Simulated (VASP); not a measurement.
# Ta2C (P-3m1) in VASP: a series of runs

Runs on Ta2C. Level: PBEsol. Tasks: single point.

Everything below comes from runs of VASP 6.6.1. Logs are shortened: lines on timing, memory, paths and dates and some standing lists are left out, and cuts for length are marked.

**1. The cell of the first run**

The structure is trigonal, space group P-3m1 (No. 164). The conventional cell has a = 2.941 Å, b = 2.941 Å, c = 5.044 Å, α = 90.00°, β = 90.00°, γ = 120.00°. Ta (site symmetry 3m) has 3 C at 2.12 Å within 2.8 Å. Within 2.8 Å of C (site symmetry -3m) lie 6 Ta at 2.12 Å.

**2. Single point, PBEsol (strain -0.050 along x and y, +0.025 along z)**

Contents of INCAR:

```
SYSTEM = Ta2C
PREC = Accurate
ENCUT = 520
EDIFF = 1E-6
ISMEAR = 0
SIGMA = 0.15
LREAL = .FALSE.
LASPH = .TRUE.
NELM = 60
ALGO = Normal
ISIF = 2
LWAVE = .FALSE.
LCHARG = .FALSE.
GGA = PS
NBANDS = 20
```

Contents of KPOINTS:

```
regular mesh
0
G
  18 18 10
  0 0 0
```

Contents of POSCAR:

```
Ta2C
1.0
    2.9405356692      0.0000000000      0.0000000000
   -1.4702678346      2.5465785903      0.0000000000
    0.0000000000      0.0000000000      5.0441072866
Ta C
2 1
Direct
    0.3333333333      0.6666666667      0.2528761934
    0.6666666667      0.3333333333      0.7471238066
    0.0000000000      0.0000000000      0.0000000000
```

Potentials or basis: VASP PAW PBE potentials, release 64 (Ta_pv, C).

The run is started by

```console
> cat potpaw_PBE.64/Ta_pv/POTCAR potpaw_PBE.64/C/POTCAR > POTCAR
> mpirun -np 1 vasp_std > vasp.out
```

OUTCAR:

```text
SYSTEM = Ta2C
   PREC = Accurate
   ENCUT = 520
   EDIFF = 1E-6
   ISMEAR = 0
   LREAL = .FALSE.
   LASPH = .TRUE.
   NELM = 60
   ISIF = 2
   GGA = PS

 ion  position               nearest neighbor table
   1  0.333  0.667  0.253-   3 2.12   3 2.12   3 2.12   2 3.02   2 3.02   2 3.02   2 3.06   2 3.06
                             2 3.06
   2  0.667  0.333  0.747-   3 2.12   3 2.12   3 2.12   1 3.02   1 3.02   1 3.02   1 3.06   1 3.06
                             1 3.06
   3  0.000  0.000  0.000-   1 2.12   2 2.12   2 2.12   1 2.12   2 2.12   1 2.12

  LATTYP: Found a hexagonal cell.
 ALAT       =     2.9405356692
 C/A-ratio  =     1.7153702094

  Lattice vectors:

 A1 = (   2.9405356692,   0.0000000000,   0.0000000000)
 A2 = (  -1.4702678346,   2.5465785903,   0.0000000000)
 A3 = (   0.0000000000,   0.0000000000,   5.0441072866)

Analysis of symmetry for initial positions (statically):
=====================================================================
 Subroutine PRICEL returns:
 Original cell was already a primitive cell.

 Routine SETGRP: Setting up the symmetry group for a
 hexagonal supercell.

 Subroutine GETGRP returns: Found 12 space group operations
 (whereof 12 operations were pure point group operations)
 out of a pool of 24 trial point group operations.

The static configuration has the point symmetry D_3d.

Analysis of symmetry for dynamics (positions and initial velocities):
=====================================================================
 Subroutine PRICEL returns:
 Original cell was already a primitive cell.

 Routine SETGRP: Setting up the symmetry group for a
 hexagonal supercell.

 Subroutine GETGRP returns: Found 12 space group operations
 (whereof 12 operations were pure point group operations)
 out of a pool of 24 trial point group operations.

The dynamic configuration has the point symmetry D_3d.

 Subroutine INISYM returns: Found 12 space group operations
 (whereof 12 operations are pure point group operations),
 and found     1 'primitive' translations

----------------------------------------------------------------------------------------

                                     Primitive cell

  volume of cell :      37.7718

  direct lattice vectors                    reciprocal lattice vectors
     2.940535669  0.000000000  0.000000000     0.340074093  0.196341869  0.000000000
    -1.470267835  2.546578590  0.000000000     0.000000000  0.392683738  0.000000000
     0.000000000  0.000000000  5.044107287     0.000000000  0.000000000  0.198251136

  length of vectors
     2.940535669  2.940535669  5.044107287     0.392683738  0.392683738  0.198251136

[... 85 lines left out ...]
   NSW    =      0    number of steps for IOM
   IBRION =     -1    ionic relax: 0-MD 1-quasi-New 2-CG
   NFREE  =      0    steps in history (QN), initial steepest desc. (CG)
   ISIF   =      2    stress and relaxation
   ISYM   =      2    0-nonsym 1-usesym 2-fastsym
   POTIM  = 0.5000    time-step for ionic-motion
   TEBEG  =    0.0;   TEEND  =   0.0 temperature during run
   PSTRESS=    0.0 pullay stress
   NELECT =      26.0000    total number of electrons
   NUPDOWN=      -1.0000    fix difference up-down
   EMIN   =  10.00;   EMAX   =-10.00  energy-range for DOS
   EFERMI =   0.00;   METHOD = LEGACY
   ISMEAR =     0;   SIGMA  =   0.15  broadening in eV -4-tet -1-fermi 0-gaus
   EFERMI_NEDOS =   21; number of points for ismear=-14 and -15
   IALGO  =     38    algorithm
   IMIX   =      4    mixing-type and parameters
     AMIX     =   0.40;   BMIX     =  1.00
     AMIX_MAG =   1.60;   BMIX_MAG =  1.00
  volume/ion in A,a.u.               =      12.59        84.97
  Fermi-wavevector in a.u.,A,eV,Ry     =   1.445473  2.731548 28.427908  2.089392
  Thomas-Fermi vector in A             =   2.563651
   LORBIT       =      0    0 simple, 1 ext, 2 COOP (PROOUT), +10 PAW based schemes
   GGA     = PS    functional components
   LHFCALC =     F    Hartree Fock is set to
   AEXX    =    0.0000 exact exchange contribution
   IVDW    =     0    specifies the selected vdW correction
   LEPSILON=     F    determine dielectric tensor
   LRPA    =     F    only Hartree local field effects (RPA)
 non-spin polarized calculation
 Gauss-broadening in eV      SIGMA  =   0.15
  energy-cutoff  :      520.00
  volume of cell :       37.77
 maximum number of plane-waves:      1051
 NGX is ok and might be reduce to    24
   NGX = 11   NGY = 11   NGZ = 19

 number of electron      26.0000004 magnetization

 Free energy of the ion-electron system (eV)
  ---------------------------------------------------
  ext. energy  EPLUGINS =         0.00000000
  ---------------------------------------------------
  free energy    TOTEN  =       -36.26953210 eV

  energy without entropy =      -36.26265805  energy(sigma->0) =      -36.26609508

 E-fermi :   7.1741     XC(G=0): -13.3489

 val. band max:        7.1571889373   @ k =   0.0000   0.0000   0.4000
 cond. band min:       7.1754387422   @ k =  -0.1111   0.2778   0.2000
 fundamental gap:      0.0182498049
 Fermi energy:         7.1740950065

 k-point     1 :       0.0000    0.0000    0.0000
  band No.  band energies     occupation
      1     -27.5232      2.00000
      2     -26.5090      2.00000
      3     -26.5090      2.00000
      4     -26.4975      2.00000
      5     -26.4121      2.00000
      6     -26.4121      2.00000
[... 541 lines left out ...]
     19      13.8843      0.00000
     20      14.0920      0.00000

 [... further k-points ...]

------------------------ aborting loop because EDIFF is reached ----------------------------------------

  FORCE on cell =-STRESS in cart. coord.  units (eV):
  Direction    XX          YY          ZZ          XY          YZ          ZX
  --------------------------------------------------------------------------------------
  -------------------------------------------------------------------------------------
  Total        9.0351757      9.0351757      1.3367471      0.0000000      0.0000000      0.0000000
  in kB      383.2475022    383.2475022     56.7011658      0.0000000      0.0000000      0.0000000
  external PRESSURE =     274.3987234 kB  Pullay stress =       0.0000000 kB

 VOLUME and BASIS-vectors are now :
 -----------------------------------------------------------------------------
  energy-cutoff  :      520.00
  volume of cell :       37.77
      direct lattice vectors                 reciprocal lattice vectors
     2.940535669  0.000000000  0.000000000     0.340074093  0.196341869  0.000000000
    -1.470267835  2.546578590  0.000000000     0.000000000  0.392683738  0.000000000
     0.000000000  0.000000000  5.044107287     0.000000000  0.000000000  0.198251136

 POSITION                                       TOTAL-FORCE (eV/Angst)
 -----------------------------------------------------------------------------------
     -0.00000      1.69772      1.27553         0.000000     -0.000000      0.614805
      1.47027      0.84886      3.76857        -0.000000      0.000000     -0.614805
      0.00000      0.00000      0.00000         0.000000      0.000000      0.000000
 -----------------------------------------------------------------------------------
    total drift:                                0.000000     -0.000000     -0.000000

  FREE ENERGIE OF THE ION-ELECTRON SYSTEM (eV)
  ---------------------------------------------------
  free  energy   TOTEN  =       -36.2695321049 eV

  energy  without entropy=      -36.2626580467  energy(sigma->0) =      -36.26609508
```

OSZICAR:

```text
N       E                     dE             d eps       ncg     rms          rms(c)
DAV:   1     0.201686899732E+03    0.20169E+03   -0.14964E+04 13200   0.138E+03
DAV:   2    -0.318508018480E+02   -0.23354E+03   -0.22805E+03 14916   0.387E+02
DAV:   3    -0.400870923749E+02   -0.82363E+01   -0.81421E+01 16484   0.656E+01
DAV:   4    -0.401774379943E+02   -0.90346E-01   -0.90169E-01 15860   0.677E+00
DAV:   5    -0.401782720140E+02   -0.83402E-03   -0.83379E-03 16280   0.598E-01    0.329E+01
DAV:   6    -0.365238420887E+02    0.36544E+01   -0.16932E+01 15804   0.243E+01    0.145E+01
DAV:   7    -0.363144558830E+02    0.20939E+00   -0.15082E+00 14920   0.786E+00    0.669E+00
DAV:   8    -0.362740058484E+02    0.40450E-01   -0.14161E-01 16064   0.270E+00    0.555E-01
DAV:   9    -0.362698838403E+02    0.41220E-02   -0.20178E-02 15768   0.950E-01    0.188E-01
DAV:  10    -0.362695592943E+02    0.32455E-03   -0.26678E-03 16628   0.417E-01    0.534E-02
DAV:  11    -0.362695320883E+02    0.27206E-04   -0.20387E-04 15564   0.970E-02    0.246E-02
DAV:  12    -0.362695326514E+02   -0.56307E-06   -0.13996E-05 15392   0.292E-02    0.699E-03
DAV:  13    -0.362695321049E+02    0.54651E-06   -0.23535E-06 13648   0.121E-02
   1 F= -.36269532E+02 E0= -.36266095E+02  d E =-.687406E-02
```

Run time: 4.5 min. Hardware: 1 thread of Intel Xeon 8259CL, shared host; peak memory 0.34 GiB.

What came out:

| Quantity | Value |
| --- | --- |
| Free energy | -36.2695 eV |
| Pressure | 27.4 GPa |
| Largest force | 0.615 eV/Å |
| Band gap on the k mesh | zero (bands 13 and 14 overlap by 0.62 eV) |

Forces on the atoms (eV/Å):
```
Ta   0.000  0.000  0.615
Ta   0.000  0.000 -0.615
C    0.000  0.000  0.000
```

Levels at points of the mesh, in eV from the Fermi level:
```csv
k point,band 10,band 11,band 12,band 13,band 14,band 15,band 16,band 17
"(0.00, 0.00, 0.00)",-3.46,-3.26,-0.76,0.51,0.51,1.84,1.84,2.64
"(0.50, 0.00, 0.00)",-4.22,-3.97,-1.62,-0.11,2.70,4.55,4.97,6.15
"(0.00, 0.00, 0.50)",-3.66,-2.57,-1.91,-0.06,-0.06,3.33,3.33,3.63
"(0.50, 0.00, 0.50)",-3.55,-3.11,-0.93,-0.74,1.19,1.99,5.49,5.50
```

Caveat: the cell differs from its parent crystal (strain -0.050 along x and y, +0.025 along z); the stress differs along the axes, from 6 to 38 GPa; the PAW data sets were made with another functional, which shifts forces and pressure a little; spin-orbit coupling is left out, which moves the levels of the heavy elements.

**3. Single point, PBEsol (strain -0.025 along x and y, -0.025 along z)**

Contents of INCAR:

```
ALGO = Normal
EDIFF = 1E-6
ENCUT = 520
GGA = PS
ISIF = 2
ISMEAR = 0
LASPH = True
LCHARG = False
LREAL = False
LWAVE = False
NBANDS = 20
NELM = 100
PREC = Accurate
SIGMA = 0.15
```

Contents of KPOINTS:

```
k-points
0
Gamma
  18 18 10
```

Contents of POSCAR:

```
Ta2C
1.0
    3.0179181868      0.0000000000      0.0000000000
   -1.5089590934      2.6135938163      0.0000000000
    0.0000000000      0.0000000000      4.7980532726
Ta C
2 1
Direct
    0.3333333333      0.6666666667      0.2528761934
    0.6666666667      0.3333333333      0.7471238066
    0.0000000000      0.0000000000      0.0000000000
```

Potentials or basis: VASP PAW PBE potentials, release 64 (Ta_pv, C).

The run is started by

```console
> cat potpaw_PBE.64/Ta_pv/POTCAR potpaw_PBE.64/C/POTCAR > POTCAR
> mpirun -np 1 vasp_std > vasp.out
```

Run time: 4.5 min. Hardware: 1 thread of Intel Xeon 8259CL, shared host; peak memory 0.34 GiB.

The run converged. Its results:

```yaml
Free_energy: -36.4683 eV
Pressure: 26.6 GPa
Largest_force: 0.820 eV/Å
Band_gap_on_the_k_mesh: zero (bands 13 and 14 overlap by 0.89 eV)
```

Forces in eV/Å, atoms in the order of the input:
```
Ta   0.000  0.000  0.820
Ta   0.000  0.000 -0.820
C    0.000  0.000  0.000
```

Stress tensor (GPa, compression positive):
```
26.26  0.00  0.00
 0.00 26.26  0.00
 0.00  0.00 27.28
```

Levels at points of the mesh, in eV from the Fermi level:
```tsv
k point	band 11	band 12	band 13	band 14	band 15	band 16
(0.00, 0.00, 0.00)	-2.77	-0.03	0.56	0.56	1.24	1.24
(0.50, 0.00, 0.00)	-4.12	-1.80	-0.09	3.71	3.86	5.25
(0.00, 0.00, 0.50)	-1.96	-1.53	-0.33	-0.33	3.32	3.32
(0.50, 0.00, 0.50)	-2.76	-1.03	-0.83	1.69	1.72	4.85
```

Caveat: the cell differs from its parent crystal (strain -0.025 along x and y, -0.025 along z); the cell stands under pressure; the PAW data sets were made with another functional, which shifts forces and pressure a little; spin-orbit coupling is left out, which moves the levels of the heavy elements.

**4. Single point, PBEsol (strain -0.050 along x and y, +0.050 along z)**

Contents of INCAR:

```
  ALGO = Normal
  EDIFF = 1E-6
  ENCUT = 520
  GGA = PS
  ISIF = 2
  ISMEAR = 0
  LASPH = True
  LCHARG = False
  LREAL = False
  LWAVE = False
  NBANDS = 20
  NELM = 80
  PREC = Accurate
  SIGMA = 0.15
```

KPOINTS is that of step 3.

Contents of POSCAR:

```
Ta2C
1.0
    2.9405356692      0.0000000000      0.0000000000
   -1.4702678346      2.5465785903      0.0000000000
    0.0000000000      0.0000000000      5.1671342936
Ta C
2 1
Direct
    0.3333333333      0.6666666667      0.2528761934
    0.6666666667      0.3333333333      0.7471238066
    0.0000000000      0.0000000000      0.0000000000
```

The run is started by

```console
> cat potpaw_PBE.64/Ta_pv/POTCAR potpaw_PBE.64/C/POTCAR > POTCAR
> mpirun -np 1 vasp_std > vasp.out
```

It took 5.3 min on 1 thread of Intel Xeon 8259CL, shared host; peak memory 0.35 GiB.

It converged, with:

- Free energy: -36.2586 eV
- Pressure: 18.7 GPa
- Largest force: 0.242 eV/Å
- Band gap on the k mesh: zero (bands 13 and 14 overlap by 0.59 eV)

Forces on the atoms (eV/Å):
```
Ta   0.000  0.000  0.242
Ta   0.000  0.000 -0.242
C    0.000  0.000  0.000
```

Stress tensor (GPa, compression positive):
```
32.62  0.00  0.00
 0.00 32.62  0.00
 0.00  0.00 -9.26
```

Levels at points of the mesh, in eV from the Fermi level:
```tsv
k point	band 11	band 12	band 13	band 14	band 15	band 16
(0.00, 0.00, 0.00)	-3.22	-0.92	0.50	0.50	2.00	2.00
(0.50, 0.00, 0.00)	-3.76	-1.55	-0.15	2.33	4.63	4.71
(0.00, 0.00, 0.50)	-2.70	-1.99	0.03	0.03	3.28	3.28
(0.50, 0.00, 0.50)	-3.12	-0.93	-0.73	1.01	2.04	5.20
```

Caveat: the cell differs from its parent crystal (strain -0.050 along x and y, +0.050 along z); the stress differs along the axes, from -9 to 33 GPa; the PAW data sets were made with another functional, which shifts forces and pressure a little; spin-orbit coupling is left out, which moves the levels of the heavy elements.

**5. The runs side by side**

| cell | gap on the mesh (eV) | pressure (GPa) | largest force (eV/Å) |
| --- | --- | --- | --- |
| a = 2.941, b = 2.941, c = 5.044 Å, angles 90.0, 90.0, 120.0°, 3 atoms | none | 27.4 | 0.61 |
| a = 3.018, b = 3.018, c = 4.798 Å, angles 90.0, 90.0, 120.0°, 3 atoms | none | 26.6 | 0.82 |
| a = 2.941, b = 2.941, c = 5.167 Å, angles 90.0, 90.0, 120.0°, 3 atoms | none | 18.7 | 0.24 |

Alike in all rows: task single point; level PBEsol; potentials or basis VASP PAW PBE potentials, release 64 (Ta_pv, C); no spin polarisation; k mesh 18 × 18 × 10; cutoff (eV) 520; smearing gaussian 0.15 eV.

Caveats: the PAW data sets were made with another functional, which shifts forces and pressure a little; spin-orbit coupling is left out, which moves the levels of the heavy elements; the stress differs along the axes, from 6 to 38 GPa (at least some runs); the cell stands under pressure (at least some runs); the stress differs along the axes, from -9 to 33 GPa (at least some runs).

Absolute energies hang on the potentials; compare differences alone.
